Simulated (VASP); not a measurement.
# MgBPS4 (F-43m) in VASP: notebook, part 3 of 3

VASP 6.6.1.

## (6) Single point, PBE

This run uses another cell than the first one, of 18.85 Å³/atom.

Input file INCAR:

```
ALGO     = Normal         # electronic algorithm
EDIFF    = 1E-7           # SCF threshold, eV
ENCUT    = 520            # plane-wave cutoff, eV
GGA      = PE             # functional
ISIF     = 2              # what is computed and relaxed
ISMEAR   = 0              # smearing method
LASPH    = T              # aspherical terms in the spheres
LCHARG   = F              # write CHGCAR
LREAL    = F              # projectors in reciprocal space
LWAVE    = F              # write WAVECAR
NBANDS   = 26             # bands
NELM     = 100            # most SCF steps
PREC     = Accurate       # precision mode
SIGMA    = 0.1            # smearing width, eV
```

Input file KPOINTS:

```
k-points
0
Gamma
  4 4 4
```

Input file POSCAR:

```
MgBPS4
1.0
    0.0000000000      4.0404923700      4.0404923700
    4.0404923700      0.0000000000      4.0404923700
    4.0404923700      4.0404923700      0.0000000000
Mg B P S
1 1 1 4
Direct
    0.7500000000      0.7500000000      0.7500000000
    0.2500000000      0.2500000000      0.2500000000
    0.5000000000      0.5000000000      0.5000000000
    0.3673794000      0.8978618000      0.3673794000
    0.3673794000      0.3673794000      0.3673794000
    0.8978618000      0.3673794000      0.3673794000
    0.3673794000      0.3673794000      0.8978618000
```

Potentials or basis: VASP PAW PBE potentials, release 64 (Mg, B, P, S).

Run with:

```console
$ cat potpaw_PBE.64/Mg/POTCAR potpaw_PBE.64/B/POTCAR potpaw_PBE.64/P/POTCAR potpaw_PBE.64/S/POTCAR > POTCAR
$ mpirun -np 1 vasp_std > vasp.out
```

OUTCAR:

```text
EDIFF = 1E-7
   ENCUT = 520
   GGA = PE
   ISIF = 2
   ISMEAR = 0
   LASPH = T
   LREAL = F
   NELM = 100
   PREC = Accurate

 ion  position               nearest neighbor table
   1  0.750  0.750  0.750-
   2  0.250  0.250  0.250-   5 1.64   4 1.64   6 1.64   7 1.64
   3  0.500  0.500  0.500-   4 1.86   6 1.86   7 1.86   5 1.86
   4  0.367  0.898  0.367-   2 1.64   3 1.86   5 2.68   6 2.68   7 2.68
   5  0.367  0.367  0.367-   2 1.64   3 1.86   4 2.68   6 2.68   7 2.68
   6  0.898  0.367  0.367-   2 1.64   3 1.86   4 2.68   5 2.68   7 2.68
   7  0.367  0.367  0.898-   2 1.64   3 1.86   4 2.68   5 2.68   6 2.68

  LATTYP: Found a face centered cubic cell.
 ALAT       =     8.0809847400

  Lattice vectors:

 A1 = (   0.0000000000,   4.0404923700,   4.0404923700)
 A2 = (   4.0404923700,   0.0000000000,   4.0404923700)
 A3 = (   4.0404923700,   4.0404923700,   0.0000000000)

Analysis of symmetry for initial positions (statically):
=====================================================================
 Subroutine PRICEL returns:
 Original cell was already a primitive cell.

 Routine SETGRP: Setting up the symmetry group for a
 face centered cubic supercell.

 Subroutine GETGRP returns: Found 24 space group operations
 (whereof 24 operations were pure point group operations)
 out of a pool of 48 trial point group operations.

The static configuration has the point symmetry T_d .

Analysis of symmetry for dynamics (positions and initial velocities):
=====================================================================
 Subroutine PRICEL returns:
 Original cell was already a primitive cell.

 Routine SETGRP: Setting up the symmetry group for a
 face centered cubic supercell.

 Subroutine GETGRP returns: Found 24 space group operations
 (whereof 24 operations were pure point group operations)
 out of a pool of 48 trial point group operations.

The dynamic configuration has the point symmetry T_d .

 Subroutine INISYM returns: Found 24 space group operations
 (whereof 24 operations are pure point group operations),
 and found     1 'primitive' translations

----------------------------------------------------------------------------------------

                                     Primitive cell

  volume of cell :     131.9268

  direct lattice vectors                    reciprocal lattice vectors
     0.000000000  4.040492370  4.040492370    -0.123747295  0.123747295  0.123747295
     4.040492370  0.000000000  4.040492370     0.123747295 -0.123747295  0.123747295
     4.040492370  4.040492370  0.000000000     0.123747295  0.123747295 -0.123747295

  length of vectors
     5.714119108  5.714119108  5.714119108     0.214336602  0.214336602  0.214336602

  position of ions in fractional coordinates (direct lattice)
     0.750000000  0.750000000  0.750000000
     0.250000000  0.250000000  0.250000000
     0.500000000  0.500000000  0.500000000
     0.367379400  0.897861800  0.367379400
     0.367379400  0.367379400  0.367379400
     0.897861800  0.367379400  0.367379400
     0.367379400  0.367379400  0.897861800

  ion indices of the primitive-cell ions
   primitive index   ion index
                 1           1
                 2           2
                 3           3
[... 34 lines left out ...]
  0.250000  0.000000  0.000000      8.000000
  0.500000  0.000000  0.000000      4.000000
  0.250000  0.250000  0.000000      6.000000
  0.500000  0.250000  0.000000     24.000000
 -0.250000  0.250000  0.000000     12.000000
  0.500000  0.500000  0.000000      3.000000
 -0.250000  0.500000  0.250000      6.000000
   k-points           NKPTS =      8   k-points in BZ     NKDIM =      8   number of bands    NBANDS=     26
   number of dos      NEDOS =    301   number of ions     NIONS =      7
   total plane-waves  NPLWV =  74088
   dimension x,y,z NGX =    42 NGY =   42 NGZ =   42
   dimension x,y,z NGXF=    84 NGYF=   84 NGZF=   84
   ions per type =               1   1   1   4
   NGX,Y,Z   is equivalent  to a cutoff of  12.22, 12.22, 12.22 a.u.
   NGXF,Y,Z  is equivalent  to a cutoff of  24.44, 24.44, 24.44 a.u.
 SYSTEM =  unknown system
   PREC   = accura    normal or accurate (medium, high low for compatibility)
   ISTART =      0    job   : 0-new  1-cont  2-samecut
   ICHARG =      2    charge: 1-file 2-atom 10-const
   ISPIN  =      1    spin polarized calculation?
   LNONCOLLINEAR =      F non collinear calculations
   LSORBIT =      F    spin-orbit coupling
   LASPH  =      T    aspherical Exc in radial PAW
   ENCUT  =  520.0 eV  38.22 Ry    6.18 a.u.  10.62 10.62 10.62*2*pi/ulx,y,z
   NELM   =    100;   NELMIN=  2; NELMDL= -5     # of ELM steps
   EDIFF  = 0.1E-06   stopping-criterion for ELM
   LREAL  =      F    real-space projection
   EDIFFG = 0.1E-05   stopping-criterion for IOM
   NSW    =      0    number of steps for IOM
   IBRION =     -1    ionic relax: 0-MD 1-quasi-New 2-CG
   NFREE  =      0    steps in history (QN), initial steepest desc. (CG)
   ISIF   =      2    stress and relaxation
   ISYM   =      2    0-nonsym 1-usesym 2-fastsym
   POTIM  = 0.5000    time-step for ionic-motion
   TEBEG  =    0.0;   TEEND  =   0.0 temperature during run
   PSTRESS=    0.0 pullay stress
   NELECT =      34.0000    total number of electrons
   NUPDOWN=      -1.0000    fix difference up-down
   EMIN   =  10.00;   EMAX   =-10.00  energy-range for DOS
   EFERMI =   0.00;   METHOD = LEGACY
   ISMEAR =     0;   SIGMA  =   0.10  broadening in eV -4-tet -1-fermi 0-gaus
   EFERMI_NEDOS =   21; number of points for ismear=-14 and -15
   IALGO  =     38    algorithm
   IMIX   =      4    mixing-type and parameters
     AMIX     =   0.40;   BMIX     =  1.00
     AMIX_MAG =   1.60;   BMIX_MAG =  1.00
  volume/ion in A,a.u.               =      18.85       127.18
  Fermi-wavevector in a.u.,A,eV,Ry     =   1.041814  1.968743 14.767442  1.085376
  Thomas-Fermi vector in A             =   2.176451
   LORBIT       =      0    0 simple, 1 ext, 2 COOP (PROOUT), +10 PAW based schemes
   GGA     = PE    functional components
   LHFCALC =     F    Hartree Fock is set to
   AEXX    =    0.0000 exact exchange contribution
   IVDW    =     0    specifies the selected vdW correction
   LEPSILON=     F    determine dielectric tensor
   LRPA    =     F    only Hartree local field effects (RPA)
 non-spin polarized calculation
 Gauss-broadening in eV      SIGMA  =   0.10
  energy-cutoff  :      520.00
  volume of cell :      131.93
 maximum number of plane-waves:      3584
   NGX = 21   NGY = 21   NGZ = 21

 number of electron      33.9999999 magnetization

 Free energy of the ion-electron system (eV)
  ---------------------------------------------------
  ext. energy  EPLUGINS =         0.00000000
  ---------------------------------------------------
  free energy    TOTEN  =       -20.61871208 eV

  energy without entropy =      -20.60526767  energy(sigma->0) =      -20.61198988

 E-fermi :   5.3508     XC(G=0):  -8.8716

 val. band max:        5.2993055102   @ k =   0.5000   0.5000   0.0000
 cond. band min:       5.3874085807   @ k =   0.0000   0.0000   0.0000
 fundamental gap:      0.0881030705
 Fermi energy:         5.3507575539

 k-point     1 :       0.0000    0.0000    0.0000
  band No.  band energies     occupation
      1     -14.2600      2.00000
      2     -10.1411      2.00000
      3      -9.7582      2.00000
      4      -9.7582      2.00000
      5      -9.7582      2.00000
      6      -4.4934      2.00000
[... 221 lines left out ...]
     25      10.5345      0.00000
     26      10.7623      0.00000

------------------------ aborting loop because EDIFF is reached ----------------------------------------

  FORCE on cell =-STRESS in cart. coord.  units (eV):
  Direction    XX          YY          ZZ          XY          YZ          ZX
  --------------------------------------------------------------------------------------
  -------------------------------------------------------------------------------------
  Total       34.6795493     34.6795493     34.6795493      0.0000000      0.0000000      0.0000000
  in kB      421.1639198    421.1639198    421.1639198      0.0000000      0.0000000      0.0000000
  external PRESSURE =     421.1639198 kB  Pullay stress =       0.0000000 kB

 VOLUME and BASIS-vectors are now :
 -----------------------------------------------------------------------------
  energy-cutoff  :      520.00
  volume of cell :      131.93
      direct lattice vectors                 reciprocal lattice vectors
     0.000000000  4.040492370  4.040492370    -0.123747295  0.123747295  0.123747295
     4.040492370  0.000000000  4.040492370     0.123747295 -0.123747295  0.123747295
     4.040492370  4.040492370  0.000000000     0.123747295  0.123747295 -0.123747295

 POSITION                                       TOTAL-FORCE (eV/Angst)
 -----------------------------------------------------------------------------------
      6.06074      6.06074      6.06074         0.000000      0.000000      0.000000
      2.02025      2.02025      2.02025        -0.000000      0.000000     -0.000000
      4.04049      4.04049      4.04049        -0.000000      0.000000     -0.000000
      5.11220      2.96879      5.11220        -1.588234      1.588234     -1.588234
      2.96879      2.96879      2.96879         1.588234      1.588234      1.588234
      2.96879      5.11220      5.11220         1.588234     -1.588234     -1.588234
      5.11220      5.11220      2.96879        -1.588234     -1.588234      1.588234
 -----------------------------------------------------------------------------------
    total drift:                                0.000001      0.000001      0.000001

  FREE ENERGIE OF THE ION-ELECTRON SYSTEM (eV)
  ---------------------------------------------------
  free  energy   TOTEN  =       -20.6187120832 eV

  energy  without entropy=      -20.6052676687  energy(sigma->0) =      -20.61198988
```

It took 23 s on 1 thread of AMD EPYC 9R45 (Zen 5), shared host; peak memory 0.23 GiB.

Results:

| Property | Result |
| --- | --- |
| Free energy | -20.6187 eV |
| Pressure | 42.1 GPa |
| Largest force | 2.751 eV/Å |
| Band gap on the k mesh | zero (bands 17 and 18 overlap by 0.10 eV) |

Forces in eV/Å, atoms in the order of the input:
```
Mg   0.000  0.000  0.000
B    0.000  0.000  0.000
P    0.000  0.000  0.000
S   -1.588  1.588 -1.588
S    1.588  1.588  1.588
S    1.588 -1.588 -1.588
S   -1.588 -1.588  1.588
```

Caveat: the cell stands under pressure; semilocal functionals underestimate gaps, and a narrow one can read as zero; forces of over 1 eV/Å act on the atoms, so gaps and moduli don't describe the material at rest.

## (7) The runs side by side

| task | cell | k mesh | cutoff (eV) | gap on the mesh (eV) | pressure (GPa) | relaxed volume (Å³/atom) | largest force (eV/Å) |
| --- | --- | --- | --- | --- | --- | --- | --- |
| single point | a = 6.583 Å, angles 60.0°, 7 atoms, atomic positions A | 4 × 4 × 4 | 520 | none | 0.0 | - | 0.02 |
| relaxation of cell and atoms | relaxed from a = 5.714 Å, angles 60.0°, 7 atoms, atomic positions B | 4 × 4 × 4 | 600 | none | -0.1 | 28.90 | 0.03 |
| single point | a = 6.593 Å, angles 60.0°, 7 atoms, atomic positions C | 8 × 8 × 8 | 520 | none | -0.2 | - | 0.03 |
| relaxation of cell and atoms | relaxed from a = 6.583 Å, angles 60.0°, 7 atoms, atomic positions A | 8 × 8 × 8 | 600 | none | 0.0 | 28.81 | 0.01 |
| single point | a = 5.714 Å, angles 60.0°, 7 atoms, atomic positions B | 4 × 4 × 4 | 520 | none | 42.1 | - | 2.75 |

Alike in all rows: level PBE; potentials or basis VASP PAW PBE potentials, release 64 (Mg, B, P, S); no spin polarisation; smearing gaussian 0.1 eV.

Caveats: semilocal functionals underestimate gaps, and a narrow one can read as zero; the volume moved by over 15 % at a fixed basis, so the end points are rough (at least some runs); the cell stands under pressure (at least some runs); forces of over 1 eV/Å act on the atoms, so gaps and moduli don't describe the material at rest (at least some runs).

Absolute energies hang on the potentials; compare differences alone.

The gap in the log of VASP goes by the Fermi energy; the results here count the filled bands.